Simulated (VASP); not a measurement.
# Co (P6_3/mmc) in VASP: single point with r2SCAN

Aim: the single point of Co with r2SCAN.

Program: VASP 6.6.1. These are calculated values, not measurements. Logs are shortened: lines on timing, memory, paths and dates and some standing lists are left out, and cuts for length are marked.

**1. The cell of the first run**

It takes space group P6_3/mmc (No. 194, hexagonal). Conventional cell: a = 2.471 Å, b = 2.471 Å, c = 4.018 Å, α = 90.00°, β = 90.00°, γ = 120.00°. Within 3.3 Å of Co (site symmetry -6m2) lie 12 Co at 2.46 to 2.47 Å.

**2. Single point, r2SCAN, collinear spin, ferromagnetic start**

The input, POSCAR:

```
Co
1.0
    2.4706884433      0.0000000000      0.0000000000
   -1.2353442216      2.1396789567      0.0000000000
    0.0000000000      0.0000000000      4.0182771093
Co
2
Direct
    0.0000000000      0.0000000000      0.0000000000
    0.3333333333      0.6666666667      0.5000000000
```

The input, INCAR.step1:

```
  PREC = Accurate
  ENCUT = 660
  ISMEAR = 1
  SIGMA = 0.1
  LREAL = False
  LASPH = True
  NELM = 200
  ISPIN = 2
  MAGMOM = 1.8 1.8
  LMAXMIX = 4
  NBANDS = 20
  GGA = PE
  ALGO = Normal
  EDIFF = 1E-5
  LWAVE = True
  LCHARG = False
  GGA_COMPAT = False
```

The input, INCAR.step2:

```
  PREC = Accurate
  ENCUT = 660
  EDIFF = 1E-6
  ISMEAR = 1
  SIGMA = 0.1
  LREAL = False
  LASPH = True
  NELM = 200
  ALGO = Normal
  ISIF = 2
  LWAVE = False
  LCHARG = True
  ISPIN = 2
  MAGMOM = 1.8 1.8
  LORBIT = 11
  LMAXMIX = 4
  METAGGA = R2SCAN
  LMIXTAU = True
  LELF = True
  LVHAR = True
  NBANDS = 20
  ISTART = 1
  GGA_COMPAT = False
```

The input, KPOINTS:

```
regular mesh
0
Gamma
  25 25 13
```

Potentials or basis: VASP PAW PBE potentials, release 64 (Co).

On the command line:

```console
> cat potpaw_PBE.64/Co/POTCAR > POTCAR
> cp INCAR.step1 INCAR
> mpirun -np 1 vasp_std > vasp.out
> cp INCAR.step2 INCAR
> mpirun -np 1 vasp_std > vasp.out
```

OUTCAR:

```text
PREC = Accurate
   ENCUT = 660
   EDIFF = 1E-6
   ISMEAR = 1
   LREAL = False
   LASPH = True
   NELM = 200
   ISIF = 2
   ISPIN = 2
   LORBIT = 11
   METAGGA = R2SCAN
   ISTART = 1

 ion  position               nearest neighbor table
   1  0.000  0.000  0.000-   2 2.46   2 2.46   2 2.46   2 2.46   2 2.46   2 2.46
   2  0.333  0.667  0.500-   1 2.46   1 2.46   1 2.46   1 2.46   1 2.46   1 2.46

  LATTYP: Found a hexagonal cell.
 ALAT       =     2.4706884433
 C/A-ratio  =     1.6263795300

  Lattice vectors:

 A1 = (   2.4706884433,   0.0000000000,   0.0000000000)
 A2 = (  -1.2353442216,   2.1396789567,   0.0000000000)
 A3 = (   0.0000000000,   0.0000000000,   4.0182771093)

Analysis of symmetry for initial positions (statically):
=====================================================================
 Subroutine PRICEL returns:
 Original cell was already a primitive cell.

 Routine SETGRP: Setting up the symmetry group for a
 hexagonal supercell.

 Subroutine GETGRP returns: Found 24 space group operations
 (whereof 12 operations were pure point group operations)
 out of a pool of 24 trial point group operations.

The static configuration has the point symmetry D_3h.
 The point group associated with its full space group is D_6h.

Analysis of symmetry for dynamics (positions and initial velocities):
=====================================================================
 Subroutine PRICEL returns:
 Original cell was already a primitive cell.

 Routine SETGRP: Setting up the symmetry group for a
 hexagonal supercell.

 Subroutine GETGRP returns: Found 24 space group operations
 (whereof 12 operations were pure point group operations)
 out of a pool of 24 trial point group operations.

The dynamic configuration has the point symmetry D_3h.
 The point group associated with its full space group is D_6h.

Analysis of structural, dynamic, and magnetic symmetry:
=====================================================================
 Subroutine PRICEL returns:
 Original cell was already a primitive cell.

 Routine SETGRP: Setting up the symmetry group for a
 hexagonal supercell.

 Subroutine GETGRP returns: Found 24 space group operations
 (whereof 12 operations were pure point group operations)
 out of a pool of 24 trial point group operations.

The overall configuration has the point symmetry D_3h.
 The point group associated with its full space group is D_6h.

 Subroutine INISYM returns: Found 24 space group operations
 (whereof 12 operations are pure point group operations),
 and found     1 'primitive' translations

----------------------------------------------------------------------------------------

                                     Primitive cell

  volume of cell :      21.2425

  direct lattice vectors                    reciprocal lattice vectors
     2.470688443  0.000000000  0.000000000     0.404745488  0.233679917  0.000000000
    -1.235344222  2.139678957  0.000000000     0.000000000  0.467359833  0.000000000
     0.000000000  0.000000000  4.018277109     0.000000000  0.000000000  0.248862877

  length of vectors
     2.470688443  2.470688443  4.018277109     0.467359833  0.467359833  0.248862877

  position of ions in fractional coordinates (direct lattice)
     0.000000000  0.000000000  0.000000000
     0.333333333  0.666666667  0.500000000

  ion indices of the primitive-cell ions
   primitive index   ion index
                 1           1
                 2           2

----------------------------------------------------------------------------------------

 KPOINTS: regular mesh

Automatic generation of k-mesh.
 Grid dimensions read from file:
 generate k-points for:   25   25   13

 Generating k-lattice:

  Cartesian coordinates                     Fractional coordinates (reciprocal lattice)
     0.016189820  0.009347197  0.000000000     0.040000000  0.000000000  0.000000000
     0.000000000  0.018694393  0.000000000     0.000000000  0.040000000  0.000000000
     0.000000000  0.000000000  0.019143298     0.000000000  0.000000000  0.076923077

  Length of vectors
     0.018694393  0.018694393  0.019143298

  Shift w.r.t. Gamma in fractional coordinates (k-lattice)
     0.000000000  0.000000000  0.000000000

 Subroutine IBZKPT returns following result:
 ===========================================

 Found    455 irreducible k-points:

 Following reciprocal coordinates:
            Coordinates               Weight
  0.000000  0.000000  0.000000      1.000000
  0.040000  0.000000  0.000000      6.000000
  0.080000  0.000000  0.000000      6.000000
  0.120000  0.000000  0.000000      6.000000
  0.160000  0.000000  0.000000      6.000000
  0.200000  0.000000  0.000000      6.000000
[... 16 lines left out ...]
  0.400000  0.040000  0.000000     12.000000
  0.440000  0.040000  0.000000     12.000000
 [... further k-points ...]
   k-points           NKPTS =    455   k-points in BZ     NKDIM =    455   number of bands    NBANDS=     20
   number of dos      NEDOS =    301   number of ions     NIONS =      2
   total plane-waves  NPLWV =  20736
   dimension x,y,z NGX =    24 NGY =   24 NGZ =   36
   dimension x,y,z NGXF=    48 NGYF=   48 NGZF=   72
   ions per type =               2
   NGX,Y,Z   is equivalent  to a cutoff of  16.15, 16.15, 14.89 a.u.
   NGXF,Y,Z  is equivalent  to a cutoff of  32.30, 32.30, 29.79 a.u.
 SYSTEM =  unknown system
   PREC   = accura    normal or accurate (medium, high low for compatibility)
   ISTART =      1    job   : 0-new  1-cont  2-samecut
   ICHARG =      0    charge: 1-file 2-atom 10-const
   ISPIN  =      2    spin polarized calculation?
   LNONCOLLINEAR =      F non collinear calculations
   LSORBIT =      F    spin-orbit coupling
   LASPH  =      T    aspherical Exc in radial PAW
   ENCUT  =  660.0 eV  48.51 Ry    6.96 a.u.   5.18  5.18  8.42*2*pi/ulx,y,z
   NELM   =    200;   NELMIN=  2; NELMDL=  0     # of ELM steps
   EDIFF  = 0.1E-05   stopping-criterion for ELM
   LREAL  =      F    real-space projection
   EDIFFG = 0.1E-04   stopping-criterion for IOM
   NSW    =      0    number of steps for IOM
   IBRION =     -1    ionic relax: 0-MD 1-quasi-New 2-CG
   NFREE  =      0    steps in history (QN), initial steepest desc. (CG)
   ISIF   =      2    stress and relaxation
   ISYM   =      2    0-nonsym 1-usesym 2-fastsym
   POTIM  = 0.5000    time-step for ionic-motion
   TEBEG  =    0.0;   TEEND  =   0.0 temperature during run
   PSTRESS=    0.0 pullay stress
   NELECT =      18.0000    total number of electrons
   NUPDOWN=      -1.0000    fix difference up-down
   EMIN   =  10.00;   EMAX   =-10.00  energy-range for DOS
   EFERMI =   0.00;   METHOD = LEGACY
   ISMEAR =     1;   SIGMA  =   0.10  broadening in eV -4-tet -1-fermi 0-gaus
   EFERMI_NEDOS =   21; number of points for ismear=-14 and -15
   IALGO  =     38    algorithm
   IMIX   =      4    mixing-type and parameters
     AMIX     =   0.40;   BMIX     =  1.00
     AMIX_MAG =   1.60;   BMIX_MAG =  1.00
  volume/ion in A,a.u.               =      10.62        71.68
  Fermi-wavevector in a.u.,A,eV,Ry     =   1.549162  2.927492 32.652662  2.399903
  Thomas-Fermi vector in A             =   2.654009
   LORBIT       =     11    0 simple, 1 ext, 2 COOP (PROOUT), +10 PAW based schemes
   METAGGA = R2SCAN    functional components
   LHFCALC =     F    Hartree Fock is set to
   AEXX    =    0.0000 exact exchange contribution
   IVDW    =     0    specifies the selected vdW correction
   LEPSILON=     F    determine dielectric tensor
   LRPA    =     F    only Hartree local field effects (RPA)
 spin polarized calculation
 Methfessel and Paxton  Order N= 1 SIGMA  =   0.10
  energy-cutoff  :      660.00
  volume of cell :       21.24
 maximum number of plane-waves:       837
 NGX is ok and might be reduce to    24
   NGX = 11   NGY = 11   NGZ = 17

 number of electron      17.9999998 magnetization       3.4887419

 Free energy of the ion-electron system (eV)
  ---------------------------------------------------
  ext. energy  EPLUGINS =         0.00000000
  ---------------------------------------------------
  free energy    TOTEN  =       -26.41526430 eV

  energy without entropy =      -26.41513776  energy(sigma->0) =      -26.41522212

 E-fermi :  10.6246     XC(G=0): -14.8226

 val. band max:       10.6218095872   @ k =   0.2000   0.0400   0.0000
 cond. band min:      10.6261971988   @ k =   0.2800   0.2800   0.4615
 fundamental gap:      0.0043876116
 Fermi energy:        10.6245770104

 spin component 1

 k-point     1 :       0.0000    0.0000    0.0000
  band No.  band energies     occupation
      1       1.1521      1.00000
      2       4.7611      1.00000
      3       7.2010      1.00000
      4       7.2467      1.00000
      5       7.2467      1.00000
      6       7.5543      1.00000
[... 12 lines left out ...]
     19      37.6226      0.00000
     20      37.6226      0.00000

 k-point     2 :       0.0400    0.0000    0.0000
  band No.  band energies     occupation
      1       1.2116      1.00000
      2       4.7961      1.00000
      3       7.1240      1.00000
      4       7.2740      1.00000
      5       7.3170      1.00000
      6       7.5410      1.00000
[... 12 lines left out ...]
     19      38.5770      0.00000
     20      38.9794      0.00000
[... 465 lines left out ...]
      3       5.4499      1.00000
      4       7.1035      1.00000
      5       7.2603      1.00000
      6       7.3648      1.00000
[... 12 lines left out ...]
     19      34.2057      0.00000
     20      36.6533      0.00000

 k-point    24 :       0.4400    0.0400    0.0000
  band No.  band energies     occupation
      1       5.0752      1.00000
      2       5.2294      1.00000
      3       5.3738      1.00000
      4       7.0766      1.00000
      5       7.3276      1.00000
      6       7.4420      1.00000
[... 12 lines left out ...]
     19      34.1026      0.00000
     20      36.3956      0.00000

 [... further k-points ...]

 spin component 2

 k-point     1 :       0.0000    0.0000    0.0000
  band No.  band energies     occupation
      1       0.5716      1.00000
      2       5.9334      1.00000
      3       9.6148      1.00000
      4       9.7159      1.00000
      5       9.7159      1.00000
      6       9.7861      1.00000
[... 12 lines left out ...]
     19      38.3298      0.00000
     20      38.3298      0.00000

 k-point     2 :       0.0400    0.0000    0.0000
  band No.  band energies     occupation
      1       0.6324      1.00000
      2       5.9765      1.00000
      3       9.5307      1.00000
      4       9.6519      1.00000
      5       9.7476      1.00000
      6       9.7854      1.00000
[... 12 lines left out ...]
     19      39.3438      0.00000
     20      39.6767      0.00000
[... 465 lines left out ...]
      3       7.1745      1.00000
      4       8.2492      1.00000
      5       9.5564      1.00000
      6       9.6657      1.00000
[... 12 lines left out ...]
     19      35.0826      0.00000
     20      37.4813      0.00000

 k-point    24 :       0.4400    0.0400    0.0000
  band No.  band energies     occupation
      1       6.0974      1.00000
      2       6.8191      1.00000
      3       7.1161      1.00000
      4       8.2458      1.00000
      5       9.5298      1.00000
      6       9.6040      1.00000
[... 12 lines left out ...]
     19      34.9716      0.00000
     20      37.2122      0.00000

 [... further k-points ...]
[... 5 lines left out ...]
  --------------------------------------------------------------------------------------
  -------------------------------------------------------------------------------------
  Total        0.0056323      0.0056323     -0.0416024      0.0000000      0.0000000     -0.0000000
  in kB        0.4248031      0.4248031     -3.1377822      0.0000000      0.0000000     -0.0000000
  external PRESSURE =      -0.7627254 kB  Pullay stress =       0.0000000 kB

 VOLUME and BASIS-vectors are now :
 -----------------------------------------------------------------------------
  energy-cutoff  :      660.00
  volume of cell :       21.24
      direct lattice vectors                 reciprocal lattice vectors
     2.470688443  0.000000000  0.000000000     0.404745488  0.233679917  0.000000000
    -1.235344222  2.139678957  0.000000000     0.000000000  0.467359833  0.000000000
     0.000000000  0.000000000  4.018277109     0.000000000  0.000000000  0.248862877

 POSITION                                       TOTAL-FORCE (eV/Angst)
 -----------------------------------------------------------------------------------
      0.00000      0.00000      0.00000        -0.000000      0.000000      0.000000
     -0.00000      1.42645      2.00914         0.000000      0.000000      0.000000
 -----------------------------------------------------------------------------------
    total drift:                               -0.000000      0.000000     -0.000000

  FREE ENERGIE OF THE ION-ELECTRON SYSTEM (eV)
  ---------------------------------------------------
  free  energy   TOTEN  =       -26.4152643030 eV

  energy  without entropy=      -26.4151377603  energy(sigma->0) =      -26.41522212

 total charge

# of ion       s       p       d       tot
------------------------------------------
    1        0.520   0.579   7.239   8.338
    2        0.520   0.579   7.239   8.338
--------------------------------------------------
tot          1.039   1.158  14.478  16.675

 magnetization (x)

# of ion       s       p       d       tot
------------------------------------------
    1       -0.012  -0.085   1.901   1.804
    2       -0.012  -0.085   1.901   1.804
--------------------------------------------------
tot         -0.024  -0.170   3.802   3.608
```

Run time: 43 min. Hardware: 1 thread of Intel Xeon 8259CL, shared host; peak memory 0.48 GiB.

Results:

| Quantity | Value |
| --- | --- |
| Free energy | -26.4153 eV |
| Pressure | -0.1 GPa |
| Net moment | 3.49 μB per cell |
| Site moments | Co +1.80 μB |
| Valence electrons inside the program's atomic spheres | Co 8.34 |

Caveat: the PAW data sets were made with another functional, which shifts forces and pressure a little.
